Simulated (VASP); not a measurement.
# MgO (P6_3mc) in VASP: single point with PBE0

Aim: the single point of MgO with PBE0.

Program: VASP 6.6.1. These are calculated values, not measurements. Logs are shortened: lines on timing, memory, paths and dates and some standing lists are left out, and cuts for length are marked.

## (1) The cell of the first run

The structure is hexagonal, space group P6_3mc (No. 186). The conventional cell has a = 3.303 Å, b = 3.303 Å, c = 5.020 Å, α = 90.00°, β = 90.00°, γ = 120.00°. Mg (site symmetry 3m) has 4 O at 1.98 to 1.99 Å within 2.6 Å. Within 2.6 Å of O (site symmetry 3m) lie 4 Mg at 1.98 to 1.99 Å.

## (2) Single point, PBE0

File POSCAR:

```
MgO
1.0
    3.3028386699      0.0000000000      0.0000000000
   -1.6514193350      2.8603421927      0.0000000000
    0.0000000000      0.0000000000      5.0202782649
Mg O
2 2
Direct
    0.3333333333      0.6666666667      0.0037134796
    0.6666666667      0.3333333333      0.5037134796
    0.3333333333      0.6666666667      0.4008865204
    0.6666666667      0.3333333333      0.9008865204
```

File INCAR.step1:

```
SYSTEM = MgO
ALGO = Normal
EDIFF = 1E-5
ENCUT = 520
GGA = PE
ISIF = 2
ISMEAR = 0
LASPH = .TRUE.
LREAL = .FALSE.
LWAVE = .TRUE.
NBANDS = 16
NELM = 80
PREC = Accurate
SIGMA = 0.01
```

File INCAR.step2:

```
SYSTEM = MgO
AEXX = 0.25
ALGO = Normal
EDIFF = 1E-6
ENCUT = 520
GGA = PE
ISIF = 2
ISMEAR = 0
ISTART = 1
LASPH = .TRUE.
LCHARG = .TRUE.
LELF = .TRUE.
LHFCALC = .TRUE.
LREAL = .FALSE.
LVHAR = .TRUE.
LWAVE = .FALSE.
NBANDS = 16
NELM = 80
PREC = Accurate
PRECFOCK = Normal
SIGMA = 0.01
```

File KPOINTS:

```
k-points
0
G
  6 6 4
  0 0 0
```

Potentials or basis: VASP PAW PBE potentials, release 64 (Mg, O).

Run with:

```bash
cat potpaw_PBE.64/Mg/POTCAR potpaw_PBE.64/O/POTCAR > POTCAR
cp INCAR.step1 INCAR
mpirun -np 1 vasp_std > vasp.out
cp INCAR.step2 INCAR
mpirun -np 1 vasp_std > vasp.out
```

OUTCAR:

```text
SYSTEM = MgO
   AEXX = 0.25
   EDIFF = 1E-6
   ENCUT = 520
   GGA = PE
   ISIF = 2
   ISMEAR = 0
   ISTART = 1
   LASPH = .TRUE.
   LHFCALC = .TRUE.
   LREAL = .FALSE.
   NELM = 80
   PREC = Accurate
   PRECFOCK = Normal

 ion  position               nearest neighbor table
   1  0.333  0.667  0.004-   4 1.98   4 1.98   4 1.98   3 1.99   2 3.15   2 3.15   2 3.15   2 3.15
                             2 3.15   2 3.15
   2  0.667  0.333  0.504-   3 1.98   3 1.98   3 1.98   4 1.99   1 3.15   1 3.15   1 3.15   1 3.15
                             1 3.15   1 3.15
   3  0.333  0.667  0.401-   2 1.98   2 1.98   2 1.98   1 1.99
   4  0.667  0.333  0.901-   1 1.98   1 1.98   1 1.98   2 1.99

  LATTYP: Found a hexagonal cell.
 ALAT       =     3.3028386699
 C/A-ratio  =     1.5199889449

  Lattice vectors:

 A1 = (   3.3028386699,   0.0000000000,   0.0000000000)
 A2 = (  -1.6514193350,   2.8603421927,   0.0000000000)
 A3 = (   0.0000000000,   0.0000000000,   5.0202782649)

Analysis of symmetry for initial positions (statically):
=====================================================================
 Subroutine PRICEL returns:
 Original cell was already a primitive cell.

 Routine SETGRP: Setting up the symmetry group for a
 hexagonal supercell.

 Subroutine GETGRP returns: Found 12 space group operations
 (whereof  6 operations were pure point group operations)
 out of a pool of 24 trial point group operations.

The static configuration has the point symmetry C_3v.
 The point group associated with its full space group is C_6v.

Analysis of symmetry for dynamics (positions and initial velocities):
=====================================================================
 Subroutine PRICEL returns:
 Original cell was already a primitive cell.

 Routine SETGRP: Setting up the symmetry group for a
 hexagonal supercell.

 Subroutine GETGRP returns: Found 12 space group operations
 (whereof  6 operations were pure point group operations)
 out of a pool of 24 trial point group operations.

The dynamic configuration has the point symmetry C_3v.
 The point group associated with its full space group is C_6v.

 Subroutine INISYM returns: Found 12 space group operations
 (whereof  6 operations are pure point group operations),
 and found     1 'primitive' translations

----------------------------------------------------------------------------------------

                                     Primitive cell

  volume of cell :      47.4278

  direct lattice vectors                    reciprocal lattice vectors
     3.302838670  0.000000000  0.000000000     0.302769859  0.174804260  0.000000000
    -1.651419335  2.860342193  0.000000000     0.000000000  0.349608520  0.000000000
     0.000000000  0.000000000  5.020278265     0.000000000  0.000000000  0.199192146

  length of vectors
     3.302838670  3.302838670  5.020278265     0.349608520  0.349608520  0.199192146

  position of ions in fractional coordinates (direct lattice)
     0.333333333  0.666666667  0.003713480
     0.666666667  0.333333333  0.503713480
     0.333333333  0.666666667  0.400886520
     0.666666667  0.333333333  0.900886520

  ion indices of the primitive-cell ions
   primitive index   ion index
                 1           1
                 2           2
                 3           3
                 4           4

----------------------------------------------------------------------------------------

 KPOINTS: k-points

Automatic generation of k-mesh.
 Grid dimensions read from file:
 generate k-points for:    6    6    4

 Generating k-lattice:

  Cartesian coordinates                     Fractional coordinates (reciprocal lattice)
     0.050461643  0.029134043  0.000000000     0.166666667  0.000000000  0.000000000
     0.000000000  0.058268087  0.000000000     0.000000000  0.166666667  0.000000000
     0.000000000  0.000000000  0.049798036     0.000000000  0.000000000  0.250000000

  Length of vectors
     0.058268087  0.058268087  0.049798036

  Shift w.r.t. Gamma in fractional coordinates (k-lattice)
     0.000000000  0.000000000  0.000000000

 Subroutine IBZKPT returns following result:
 ===========================================

 Found     21 irreducible k-points:

 Following reciprocal coordinates:
            Coordinates               Weight
  0.000000  0.000000  0.000000      1.000000
  0.166667  0.000000  0.000000      6.000000
  0.333333  0.000000  0.000000      6.000000
  0.500000  0.000000  0.000000      3.000000
  0.166667  0.166667  0.000000      6.000000
  0.333333  0.166667  0.000000     12.000000
[... 13 lines left out ...]
  0.333333  0.166667  0.500000     12.000000
  0.333333  0.333333  0.500000      2.000000
   k-points           NKPTS =     21   k-points in BZ     NKDIM =    144   number of bands    NBANDS=     16
   number of dos      NEDOS =    301   number of ions     NIONS =      4
   total plane-waves  NPLWV =  31360
   dimension x,y,z NGX =    28 NGY =   28 NGZ =   40
   dimension x,y,z NGXF=    56 NGYF=   56 NGZF=   80
   ions per type =               2   2
   NGX,Y,Z   is equivalent  to a cutoff of  14.09, 14.09, 13.25 a.u.
   NGXF,Y,Z  is equivalent  to a cutoff of  28.19, 28.19, 26.49 a.u.
 SYSTEM =  MgO
   PREC   = accura    normal or accurate (medium, high low for compatibility)
   ISTART =      1    job   : 0-new  1-cont  2-samecut
   ICHARG =      0    charge: 1-file 2-atom 10-const
   ISPIN  =      1    spin polarized calculation?
   LNONCOLLINEAR =      F non collinear calculations
   LSORBIT =      F    spin-orbit coupling
   LASPH  =      T    aspherical Exc in radial PAW
   ENCUT  =  520.0 eV  38.22 Ry    6.18 a.u.   6.14  6.14  9.33*2*pi/ulx,y,z
   NELM   =     80;   NELMIN=  2; NELMDL=  0     # of ELM steps
   EDIFF  = 0.1E-05   stopping-criterion for ELM
   LREAL  =      F    real-space projection
   EDIFFG = 0.1E-04   stopping-criterion for IOM
   NSW    =      0    number of steps for IOM
   IBRION =     -1    ionic relax: 0-MD 1-quasi-New 2-CG
   NFREE  =      0    steps in history (QN), initial steepest desc. (CG)
   ISIF   =      2    stress and relaxation
   ISYM   =      3    0-nonsym 1-usesym 2-fastsym
   POTIM  = 0.5000    time-step for ionic-motion
   TEBEG  =    0.0;   TEEND  =   0.0 temperature during run
   PSTRESS=    0.0 pullay stress
   NELECT =      16.0000    total number of electrons
   NUPDOWN=      -1.0000    fix difference up-down
   EMIN   =  10.00;   EMAX   =-10.00  energy-range for DOS
   EFERMI =   0.00;   METHOD = LEGACY
   ISMEAR =     0;   SIGMA  =   0.01  broadening in eV -4-tet -1-fermi 0-gaus
   EFERMI_NEDOS =   21; number of points for ismear=-14 and -15
   IALGO  =     38    algorithm
   IMIX   =      1    mixing-type and parameters
     AMIX     =   0.40;   BMIX     =  1.00
     AMIX_MAG =   1.60;   BMIX_MAG =  1.00
  volume/ion in A,a.u.               =      11.86        80.01
  Fermi-wavevector in a.u.,A,eV,Ry     =   1.139647  2.153621 17.671190  1.298796
  Thomas-Fermi vector in A             =   2.276350
   LORBIT       =      0    0 simple, 1 ext, 2 COOP (PROOUT), +10 PAW based schemes
   GGA     = PE    functional components
   LHFCALC =     T    Hartree Fock is set to
   PRECFOCK=normal    Normal, Fast or Accurate (Low or Medium for compatibility)
   ENCUT4O =  -1.0   cutoff for four orbital integrals eV
   NKREDX  =     1    reduce k-point grid by
   NKREDY  =     1    reduce k-point grid by
   NKREDZ  =     1    reduce k-point grid by
   AEXX    =    0.2500 exact exchange contribution
   HFSCREEN=    0.0000 screening length (either q_TF or 0.3 A-1)
   HFSCREENC=   0.0000 screening length for correlation (either q_TF or 0.3 A-1)
   ENCUTFOCK=  -1.0 apply spherical cutoff to Coloumb kernel
   IVDW    =     0    specifies the selected vdW correction
   LEPSILON=     F    determine dielectric tensor
   LRPA    =     F    only Hartree local field effects (RPA)
 non-spin polarized calculation
 Gauss-broadening in eV      SIGMA  =   0.01
  energy-cutoff  :      520.00
  volume of cell :       47.43
 maximum number of plane-waves:      1296
 NGX is ok and might be reduce to    28
  NGX = 20; NGY = 20; NGZ = 30

 number of electron      15.9999997 magnetization

 Free energy of the ion-electron system (eV)
  ---------------------------------------------------
  ext. energy  EPLUGINS =         0.00000000
  ---------------------------------------------------
  free energy    TOTEN  =       -29.17900736 eV

  energy without entropy =      -29.17900736  energy(sigma->0) =      -29.17900736

 E-fermi :  -0.4868     XC(G=0):  -7.6336

 val. band max:       -0.5275838885   @ k =   0.0000   0.0000   0.0000
 cond. band min:       5.2565690173   @ k =   0.0000   0.0000   0.0000
 fundamental gap:      5.7841529058
 Fermi energy:        -0.4867612041

 k-point     1 :       0.0000    0.0000    0.0000
  band No.  band energies     occupation
      1     -18.2743      2.00000
      2     -17.4427      2.00000
      3      -4.0214      2.00000
      4      -1.3318      2.00000
      5      -1.3318      2.00000
      6      -0.9610      2.00000
[... 8 lines left out ...]
     15      18.7624      0.00000
     16      18.7624      0.00000

 k-point     2 :       0.1667    0.0000    0.0000
  band No.  band energies     occupation
      1     -18.1341      2.00000
      2     -17.3969      2.00000
      3      -3.7382      2.00000
      4      -2.0184      2.00000
      5      -1.6377      2.00000
      6      -1.5060      2.00000
[... 8 lines left out ...]
     15      17.8373      0.00000
     16      18.0892      0.00000

 k-point     3 :       0.3333    0.0000    0.0000
  band No.  band energies     occupation
      1     -17.8125      2.00000
      2     -17.3328      2.00000
      3      -3.2905      2.00000
      4      -2.9984      2.00000
      5      -2.4901      2.00000
      6      -1.7848      2.00000
[... 8 lines left out ...]
     15      16.7166      0.00000
     16      17.9929      0.00000
[... 305 lines left out ...]
 k-point    20 :       0.3333    0.1667    0.5000
  band No.  band energies     occupation
      1     -17.4661      2.00000
      2     -17.4661      2.00000
      3      -3.6114      2.00000
      4      -3.6114      2.00000
      5      -2.0792      2.00000
      6      -2.0792      2.00000
[... 8 lines left out ...]
     15      17.6333      0.00000
     16      17.6333      0.00000

 k-point    21 :       0.3333    0.3333    0.5000
  band No.  band energies     occupation
      1     -17.4137      2.00000
      2     -17.4137      2.00000
      3      -3.3127      2.00000
      4      -3.3127      2.00000
      5      -2.7662      2.00000
      6      -2.7662      2.00000
[... 8 lines left out ...]
     15      18.0514      0.00000
     16      18.0514      0.00000

------------------------ aborting loop because EDIFF is reached ----------------------------------------

  FORCE on cell =-STRESS in cart. coord.  units (eV):
  Direction    XX          YY          ZZ          XY          YZ          ZX
  --------------------------------------------------------------------------------------
  -------------------------------------------------------------------------------------
  Total       -0.3655083     -0.3655083     -0.2378876      0.0000000      0.0000000      0.0000000
  in kB      -12.3473750    -12.3473750     -8.0361736      0.0000000      0.0000000      0.0000000
  external PRESSURE =     -10.9103078 kB  Pullay stress =       0.0000000 kB

 VOLUME and BASIS-vectors are now :
 -----------------------------------------------------------------------------
  energy-cutoff  :      520.00
  volume of cell :       47.43
      direct lattice vectors                 reciprocal lattice vectors
     3.302838670  0.000000000  0.000000000     0.302769859  0.174804260  0.000000000
    -1.651419335  2.860342193  0.000000000     0.000000000  0.349608520  0.000000000
     0.000000000  0.000000000  5.020278265     0.000000000  0.000000000  0.199192146

 POSITION                                       TOTAL-FORCE (eV/Angst)
 -----------------------------------------------------------------------------------
     -0.00000      1.90689      0.01864        -0.000000      0.000000      0.022082
      1.65142      0.95345      2.52878         0.000000     -0.000000      0.022082
     -0.00000      1.90689      2.01256         0.000000      0.000000     -0.022082
      1.65142      0.95345      4.52270         0.000000     -0.000000     -0.022082
 -----------------------------------------------------------------------------------
    total drift:                                0.000000     -0.000001      0.000790

  FREE ENERGIE OF THE ION-ELECTRON SYSTEM (eV)
  ---------------------------------------------------
  free  energy   TOTEN  =       -29.1790073629 eV

  energy  without entropy=      -29.1790073629  energy(sigma->0) =      -29.17900736
```

Run time: 49 min. Hardware: 1 thread of AMD EPYC 7R43 (Zen 3), shared host; peak memory 0.16 GiB.

Results:

```
Free energy            : -29.1790 eV
Pressure               : -1.1 GPa
Largest force          : 0.022 eV/Å
Band gap on the k mesh : 5.78 eV
```

Forces on the atoms (eV/Å):
```
Mg   0.000  0.000  0.022
Mg   0.000  0.000  0.022
O    0.000  0.000 -0.022
O    0.000  0.000 -0.022
```

Caveat: the PAW data sets were made with another functional, which shifts forces and pressure a little.
